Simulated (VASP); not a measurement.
# AlRu5 (P-6m2) in VASP: a series of runs, part 3 of 3

VASP 6.6.1. The steps go on from the part before.

## (5) Relaxation of cell and atoms, PBE

This run uses another cell than the first one, of 13.10 Å³/atom.

The input, INCAR:

```
ALGO = Normal
EDIFF = 1E-6
EDIFFG = -0.08
ENCUT = 600
GGA = PE
IBRION = 2
ISIF = 3
ISMEAR = 0
LASPH = T
LCHARG = F
LREAL = F
LWAVE = F
NELM = 80
NSW = 36
PREC = Accurate
SIGMA = 0.2
```

The input, KPOINTS:

```
k-points
0
Gamma
  7 7 2
```

The input, POSCAR:

```
AlRu5
1.0
    2.7000000000      0.0000000000      0.0000000000
   -1.3500000000      2.3382685900      0.0000000000
    0.0000000000      0.0000000000     12.4500000000
Al Ru
1 5
Direct
    0.0000000000      0.0000000000      0.0000000000
    0.3333333300      0.6666666700      0.1666700000
    0.0000000000      0.0000000000      0.3333300000
    0.3333333300      0.6666666700      0.5000000000
    0.3333333300      0.6666666700      0.8333300000
    0.0000000000      0.0000000000      0.6666700000
```

Potentials or basis: VASP PAW PBE potentials, release 64 (Al, Ru_pv).

The run is started by

```
cat potpaw_PBE.64/Al/POTCAR potpaw_PBE.64/Ru_pv/POTCAR > POTCAR
mpirun -np 1 vasp_std > vasp.out
```

OUTCAR:

```text
EDIFF = 1E-6
   EDIFFG = -0.08
   ENCUT = 600
   GGA = PE
   IBRION = 2
   ISIF = 3
   ISMEAR = 0
   LASPH = T
   LREAL = F
   NELM = 80
   NSW = 36
   PREC = Accurate

 ion  position               nearest neighbor table
   1  0.000  0.000  0.000-   2 2.60   5 2.60   2 2.60   5 2.60   2 2.60   5 2.60
   2  0.333  0.667  0.167-   3 2.60   3 2.60   3 2.60   1 2.60   1 2.60   1 2.60
   3  0.000  0.000  0.333-   2 2.60   2 2.60   2 2.60   4 2.60   4 2.60   4 2.60
   4  0.333  0.667  0.500-   3 2.60   6 2.60   3 2.60   6 2.60   3 2.60   6 2.60
   5  0.333  0.667  0.833-   6 2.60   6 2.60   6 2.60   1 2.60   1 2.60   1 2.60
   6  0.000  0.000  0.667-   5 2.60   5 2.60   5 2.60   4 2.60   4 2.60   4 2.60

  LATTYP: Found a hexagonal cell.
 ALAT       =     2.7000000000
 C/A-ratio  =     4.6111111111

  Lattice vectors:

 A1 = (   2.7000000000,   0.0000000000,   0.0000000000)
 A2 = (  -1.3500000000,   2.3382685900,   0.0000000000)
 A3 = (   0.0000000000,   0.0000000000,  12.4500000000)

Analysis of symmetry for initial positions (statically):
=====================================================================
 Subroutine PRICEL returns:
 Original cell was already a primitive cell.

 Routine SETGRP: Setting up the symmetry group for a
 hexagonal supercell.

 Subroutine GETGRP returns: Found 12 space group operations
 (whereof 12 operations were pure point group operations)
 out of a pool of 24 trial point group operations.

The static configuration has the point symmetry D_3h.

Analysis of symmetry for dynamics (positions and initial velocities):
=====================================================================
 Subroutine PRICEL returns:
 Original cell was already a primitive cell.

 Routine SETGRP: Setting up the symmetry group for a
 hexagonal supercell.

 Subroutine GETGRP returns: Found 12 space group operations
 (whereof 12 operations were pure point group operations)
 out of a pool of 24 trial point group operations.

The dynamic configuration has the point symmetry D_3h.

 Subroutine INISYM returns: Found 12 space group operations
 (whereof 12 operations are pure point group operations),
 and found     1 'primitive' translations

----------------------------------------------------------------------------------------

                                     Primitive cell

  volume of cell :      78.6009

  direct lattice vectors                    reciprocal lattice vectors
     2.700000000  0.000000000  0.000000000     0.370370370  0.213833433  0.000000000
    -1.350000000  2.338268590  0.000000000     0.000000000  0.427666866  0.000000000
     0.000000000  0.000000000 12.450000000     0.000000000  0.000000000  0.080321285

  length of vectors
     2.700000000  2.700000000 12.450000000     0.427666866  0.427666866  0.080321285

  position of ions in fractional coordinates (direct lattice)
     0.000000000  0.000000000  0.000000000
     0.333333330  0.666666670  0.166670000
     0.000000000  0.000000000  0.333330000
     0.333333330  0.666666670  0.500000000
     0.333333330  0.666666670  0.833330000
     0.000000000  0.000000000  0.666670000

  ion indices of the primitive-cell ions
   primitive index   ion index
                 1           1
                 2           2
                 3           3
                 4           4
                 5           5
                 6           6

----------------------------------------------------------------------------------------

[... 42 lines left out ...]
   k-points           NKPTS =     16   k-points in BZ     NKDIM =     16   number of bands    NBANDS=     43
   number of dos      NEDOS =    301   number of ions     NIONS =      6
   total plane-waves  NPLWV =  57600
   dimension x,y,z NGX =    24 NGY =   24 NGZ =  100
   dimension x,y,z NGXF=    48 NGYF=   48 NGZF=  200
   ions per type =               1   5
   NGX,Y,Z   is equivalent  to a cutoff of  14.78, 14.78, 13.35 a.u.
   NGXF,Y,Z  is equivalent  to a cutoff of  29.55, 29.55, 26.71 a.u.
 SYSTEM =  unknown system
   PREC   = accura    normal or accurate (medium, high low for compatibility)
   ISTART =      0    job   : 0-new  1-cont  2-samecut
   ICHARG =      2    charge: 1-file 2-atom 10-const
   ISPIN  =      1    spin polarized calculation?
   LNONCOLLINEAR =      F non collinear calculations
   LSORBIT =      F    spin-orbit coupling
   LASPH  =      T    aspherical Exc in radial PAW
   ENCUT  =  600.0 eV  44.10 Ry    6.64 a.u.   5.39  5.39 24.87*2*pi/ulx,y,z
   NELM   =     80;   NELMIN=  2; NELMDL= -5     # of ELM steps
   EDIFF  = 0.1E-05   stopping-criterion for ELM
   LREAL  =      F    real-space projection
   EDIFFG = -.8E-01   stopping-criterion for IOM
   NSW    =     36    number of steps for IOM
   IBRION =      2    ionic relax: 0-MD 1-quasi-New 2-CG
   NFREE  =      1    steps in history (QN), initial steepest desc. (CG)
   ISIF   =      3    stress and relaxation
   ISYM   =      2    0-nonsym 1-usesym 2-fastsym
   POTIM  = 0.5000    time-step for ionic-motion
   TEBEG  =    0.0;   TEEND  =   0.0 temperature during run
   PSTRESS=    0.0 pullay stress
   NELECT =      73.0000    total number of electrons
   NUPDOWN=      -1.0000    fix difference up-down
   EMIN   =  10.00;   EMAX   =-10.00  energy-range for DOS
   EFERMI =   0.00;   METHOD = LEGACY
   ISMEAR =     0;   SIGMA  =   0.20  broadening in eV -4-tet -1-fermi 0-gaus
   EFERMI_NEDOS =   21; number of points for ismear=-14 and -15
   IALGO  =     38    algorithm
   IMIX   =      4    mixing-type and parameters
     AMIX     =   0.40;   BMIX     =  1.00
     AMIX_MAG =   1.60;   BMIX_MAG =  1.00
  volume/ion in A,a.u.               =      13.10        88.40
  Fermi-wavevector in a.u.,A,eV,Ry     =   1.597251  3.018368 34.711348  2.551212
  Thomas-Fermi vector in A             =   2.694887
   LORBIT       =      0    0 simple, 1 ext, 2 COOP (PROOUT), +10 PAW based schemes
   GGA     = PE    functional components
   LHFCALC =     F    Hartree Fock is set to
   AEXX    =    0.0000 exact exchange contribution
   IVDW    =     0    specifies the selected vdW correction
   LEPSILON=     F    determine dielectric tensor
   LRPA    =     F    only Hartree local field effects (RPA)
 conjugate gradient relaxation of ions
 non-spin polarized calculation
 Gauss-broadening in eV      SIGMA  =   0.20
  energy-cutoff  :      600.00
  volume of cell :       78.60
 maximum number of plane-waves:      2666
 NGX is ok and might be reduce to    24
   NGX = 11   NGY = 11   NGZ = 49

--------------------------------------- Ionic step        1  -------------------------------------------

 number of electron      72.9999999 magnetization

 Free energy of the ion-electron system (eV)
  ---------------------------------------------------
  ext. energy  EPLUGINS =         0.00000000
  ---------------------------------------------------
  free energy    TOTEN  =       -50.40061756 eV

  energy without entropy =      -50.30618320  energy(sigma->0) =      -50.35340038

------------------------ aborting loop because EDIFF is reached ----------------------------------------

  FORCE on cell =-STRESS in cart. coord.  units (eV):
  Direction    XX          YY          ZZ          XY          YZ          ZX
  --------------------------------------------------------------------------------------
  -------------------------------------------------------------------------------------
  Total        8.6269172      8.6269172      8.2666585      0.0000000      0.0000000      0.0000000
  in kB      175.8485126    175.8485126    168.5051076      0.0000000      0.0000000      0.0000000
  external PRESSURE =     173.4007109 kB  Pullay stress =       0.0000000 kB
[... 27 lines left out ...]
--------------------------------------- Ionic step        2  -------------------------------------------

 number of electron      73.0000010 magnetization

 E-fermi :   9.7092     XC(G=0): -12.6502

 val. band max:        9.6226345610   @ k =   0.1429  -0.0000   0.5000
 cond. band min:       9.7201856348   @ k =   0.2857   0.2857   0.0000
 fundamental gap:      0.0975510738
 Fermi energy:         9.7092227551

 k-point     1 :       0.0000    0.0000    0.0000
  band No.  band energies     occupation
      1     -33.4025      2.00000
      2     -33.1907      2.00000
      3     -32.9660      2.00000
      4     -32.8962      2.00000
      5     -32.8962      2.00000
      6     -32.8737      2.00000
[... 924 lines left out ...]
--------------------------------------- Ionic step        7  -------------------------------------------

 number of electron      73.0000011 magnetization

 Free energy of the ion-electron system (eV)
  ---------------------------------------------------
  ext. energy  EPLUGINS =         0.00000000
  ---------------------------------------------------
  free energy    TOTEN  =       -50.63555475 eV

  energy without entropy =      -50.53212448  energy(sigma->0) =      -50.58383962

 E-fermi :  11.9881     XC(G=0): -13.4648

 val. band max:       11.8796838355   @ k =   0.1429  -0.0000   0.5000
 cond. band min:      11.9999531430   @ k =   0.2857   0.2857   0.0000
 fundamental gap:      0.1202693075
 Fermi energy:        11.9880516946

 k-point     1 :       0.0000    0.0000    0.0000
  band No.  band energies     occupation
      1     -31.5745      2.00000
      2     -31.2769      2.00000
      3     -30.9186      2.00000
      4     -30.7650      2.00000
      5     -30.7650      2.00000
      6     -30.7306      2.00000
[... 758 lines left out ...]
  FREE ENERGIE OF THE ION-ELECTRON SYSTEM (eV)
  ---------------------------------------------------
  free  energy   TOTEN  =       -50.6355547521 eV

  energy  without entropy=      -50.5321244795  energy(sigma->0) =      -50.58383962

 reached required accuracy - stopping structural energy minimisation
```

Wall time 6.1 min (1 thread of Intel Xeon 8259CL, shared host); peak memory 0.27 GiB.

Results:

```yaml
Free_energy: -50.6356 eV
Relaxed_volume: 13.84 Å³/atom
Relaxed_cell: a = 2.756 Å, b = 2.756 Å, c = 12.627 Å, α = 90.00°, β = 90.00°, γ = 120.00°
Space_group_after_relaxing_to_0.1_Å: P-6m2 (No. 187)
Energy_gained_by_relaxing: 39.2 meV/atom
Ionic_steps: 7
Pressure_after_relaxing: 0.2 GPa
Largest_force_after_relaxing: 0.077 eV/Å
Band_gap_on_the_k_mesh: zero (an odd number of electrons rules out a gap without spin polarisation)
```

Forces in eV/Å, atoms in the order of the input:
```
Al   0.000  0.000  0.000
Ru   0.000  0.000 -0.077
Ru   0.000  0.000 -0.039
Ru   0.000  0.000  0.000
Ru   0.000  0.000  0.077
Ru   0.000  0.000  0.039
```

Step by step:
```tsv
step	energy change (eV)	largest force (eV/Å)	pressure (GPa)	volume (Å³)
1	0.0000	0.3913	17.34	78.60
2	1.0353	0.4526	-27.51	95.86
3	-0.2321	0.0832	-0.90	83.35
4	-0.2329	0.0842	-0.11	83.11
5	-0.2328	0.0844	0.19	83.02
6	-0.2348	0.0830	0.22	83.04
7	-0.2349	0.0769	0.20	83.03
```

Final structure:
```cif
data_structure
_symmetry_space_group_name_H-M 'P 1'
_symmetry_Int_Tables_number 1
_cell_length_a 2.7556
_cell_length_b 2.7556
_cell_length_c 12.6269
_cell_angle_alpha 90.000
_cell_angle_beta 90.000
_cell_angle_gamma 120.000
_cell_volume 83.03
loop_
_atom_site_label
_atom_site_type_symbol
_atom_site_fract_x
_atom_site_fract_y
_atom_site_fract_z
_atom_site_occupancy
Al1 Al 0.00000 0.00000 0.00000 1
Ru1 Ru 0.33333 0.66667 0.16608 1
Ru2 Ru 0.00000 0.00000 0.33299 1
Ru3 Ru 0.33333 0.66667 0.50000 1
Ru4 Ru 0.33333 0.66667 0.83392 1
Ru5 Ru 0.00000 0.00000 0.66701 1
```

Levels at points of the mesh, in eV from the Fermi level:
```csv
k point,band 33,band 34,band 35,band 36,band 37,band 38,band 39,band 40,band 41,band 42
"(0.00, 0.00, 0.00)",-1.92,-1.92,-1.55,-1.17,-1.17,-0.41,-0.41,0.40,0.40,0.89
"(0.00, 0.00, 0.50)",-1.91,-1.91,-1.18,-1.18,-0.76,-0.38,-0.38,0.30,0.35,0.35
```

Caveat: the k points lie up to 0.38 Å⁻¹ apart in the final cell, too coarse for converged energies and pressures of a metal; the relaxation stopped at a loose force limit of 0.08 eV/Å, so its end isn't a converged minimum.

## (6) Overview

| task | cell | k mesh | cutoff (eV) | smearing | gap on the mesh (eV) | pressure (GPa) | largest force (eV/Å) |
| --- | --- | --- | --- | --- | --- | --- | --- |
| single point | a = 2.756, b = 2.756, c = 12.632 Å, angles 90.0, 90.0, 120.0°, 6 atoms, atomic positions A | 7 × 7 × 2 | 520 | gaussian 0.2 eV | none | -0.1 | 0.01 |
| single point | a = 2.750, b = 2.750, c = 12.673 Å, angles 90.0, 90.0, 120.0°, 6 atoms, atomic positions B | 12 × 12 × 4 | 520 | gaussian 0.1 eV | none | -0.1 | 0.01 |
| single point | a = 2.807, b = 2.807, c = 12.897 Å, angles 90.0, 90.0, 120.0°, 6 atoms, atomic positions C | 12 × 12 × 4 | 520 | gaussian 0.1 eV | none | -13.6 | 0.01 |
| relaxation of cell and atoms | relaxed from a = 2.700, b = 2.700, c = 12.450 Å, angles 90.0, 90.0, 120.0°, 6 atoms, atomic positions D | 7 × 7 × 2 | 600 | gaussian 0.2 eV | none | 0.2 | 0.08 |

Alike in all rows: level PBE; potentials or basis VASP PAW PBE potentials, release 64 (Al, Ru_pv); no spin polarisation.

Caveats: some runs use coarse meshes; the cell stands under tension (at least some runs); the relaxation stopped at a loose force limit of 0.08 eV/Å, so its end isn't a converged minimum (at least some runs).

Total energies depend on the potentials used, so only differences within one code and one set of settings carry meaning.

The gap in the log of VASP goes by the Fermi energy; the results here count the filled bands.